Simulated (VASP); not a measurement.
InSb2As3:

```
In Sb As
1.0
     3.10716    1.79392    4.91308
    -3.10716    1.79392    4.91308
     0.00000   -3.58784    4.91308
In Sb As
1 2 3
Direct
  0.00000 0.00000 0.00000
  0.62629 0.62629 0.62629
  0.37371 0.37371 0.37371
  0.00000 0.50000 0.00000
  0.50000 0.00000 0.00000
  0.00000 0.00000 0.50000
```

The cell was built from a structure type or drawn by symmetry, and may not be a known phase.

```yaml
Program: VASP 6.6.1
Task: relaxation of cell and atoms
Functional: PBE
Potentials_or_basis: VASP PAW PBE potentials, release 64 (In_d, Sb_d_GW, As_d)
Cutoff: 600 eV
k_mesh: 3 × 3 × 3
Occupations: gaussian, width 0.1 eV
Spin: no spin polarisation
```

At the start: pressure -5.9 GPa; volume 27.39 Å³/atom.

Q: Where does the relaxation end?

A: Over 32 steps the energy falls by 133.5 meV/atom and the volume is 25.39 Å³/atom (-7.3 %); space group R-3m (No. 166, to 0.1 Å) before and after.

The path:
```
step  energy change (eV)  largest force (eV/Å)  pressure (GPa)  volume (Å³)
   1              0.0000                0.0472           -5.94       164.31
   2             -0.4283                0.2365            1.34       141.31
   3             -0.4379                0.1935            0.16       143.88
   4             -0.4604                0.2740            0.14       143.77
   5             -0.5547                0.2560            0.15       143.29
   6             -0.5415                0.1693            1.46       141.69
   7             -0.5997                0.0541            0.47       142.53
   8             -0.6012                0.0982            0.38       142.66
   9             -0.6024                0.1435           -0.56       145.10
  10             -0.6036                0.1230           -0.18       144.10
  11             -0.6092                0.1780           -0.29       144.50
  12             -0.6268                0.1953           -0.64       145.57
  13             -0.6513                0.2419           -1.02       147.68
  14             -0.7094                0.4715           -0.45       151.86
  15             -0.6814                0.2419           -0.89       149.42
  16             -0.7089                0.0059           -0.69       150.79
  17             -0.7128                0.2027           -0.57       151.29
  18             -0.7135                0.2206           -0.56       151.33
  19             -0.7154                0.2852           -0.52       151.46
  20             -0.7170                0.4345           -0.42       151.72
  21             -0.7195                0.4287           -0.42       151.72
  22             -0.7269                0.4173           -0.39       151.69
  23             -0.7403                0.4009           -0.33       151.64
  24             -0.7612                0.3818           -0.14       151.53
  25             -0.7831                0.4095            0.39       151.23
  26             -0.7854                0.4480            0.70       151.07
  27             -0.7935                0.2871            0.33       151.74
  28             -0.7981                0.0603           -0.52       153.51
  29             -0.7990                0.0249           -0.30       153.02
  30             -0.7990                0.0355           -0.27       152.97
  31             -0.8000                0.0220           -0.18       152.67
  32             -0.8007                0.0091           -0.07       152.36
```

Final structure:
```
In Sb As
1.0
     2.99759    1.73066    4.89473
    -2.99759    1.73066    4.89473
     0.00000   -3.46132    4.89473
In Sb As
1 2 3
Direct
  0.00000 0.00000 0.00000
  0.59416 0.59416 0.59416
  0.40584 0.40584 0.40584
  0.00000 0.50000 0.00000
  0.50000 0.00000 0.00000
  0.00000 0.00000 0.50000
```

Caveat: the k points lie up to 0.43 Å⁻¹ apart in the final cell, too coarse for converged energies and pressures of a metal.
